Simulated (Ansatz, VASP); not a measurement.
Cu8HO8 in VASP and in Ansatz

```
CELL_PARAMETERS angstrom
4.67320 -3.47700 0.00000
4.67320 3.47700 0.00000
-0.76216 0.00000 5.06194
ATOMIC_POSITIONS crystal
Cu 0.99321 0.23761 0.01950
Cu 0.25363 0.99572 0.50366
Cu 0.01447 0.74871 0.98147
Cu 0.23983 0.46986 0.54924
Cu 0.50279 0.22952 0.00820
Cu 0.76127 0.99115 0.49500
Cu 0.52583 0.75235 0.97018
Cu 0.76573 0.48953 0.49576
O 0.26816 0.23010 0.26923
O 0.22080 0.23499 0.78717
O 0.29780 0.75819 0.21219
O 0.24274 0.76084 0.72927
O 0.76892 0.22250 0.25653
O 0.72944 0.25826 0.75723
O 0.79364 0.72489 0.23278
O 0.74665 0.76128 0.73189
H 0.34971 0.60139 0.29833
```

Alike in both runs: functional LDA; k mesh 2 × 2 × 2; occupations gaussian, width 0.02 eV; collinear spin.

Ansatz relaxed the structure, and its values are those at the end. VASP's run is a single point on that final structure, the one shown.

|  | VASP | Ansatz |
| --- | --- | --- |
| version | VASP 6.6.1 | Ansatz 0.2.0 |
| potentials or method | VASP PAW LDA potentials, release 64 (Cu, O, H), cutoff 520 eV | scalar-relativistic, plane waves, PAW |
| valence electrons in the cell | 137 | 201 |

Ansatz gave:

* rms of the force components (eV/Å): 0.004
* net moment per atom (μB): 0.00

Problem. Estimate VASP's values.

Solution. rms of the force components (eV/Å): 0.030; net moment per atom (μB): 0.00.

Ansatz warns that its potentials were made for another functional, while VASP's fit it. LDA's correlation is that of Perdew and Zunger in VASP and of Perdew and Wang (1992) in Ansatz. VASP's potentials hold 137 valence electrons a cell and Ansatz's 201, so a difference there can come from the potentials and not from the codes. Ansatz's warnings: filled band counts differ across k points, seeded moment not kept.

The k mesh is coarse, so the values compare programs but aren't converged.
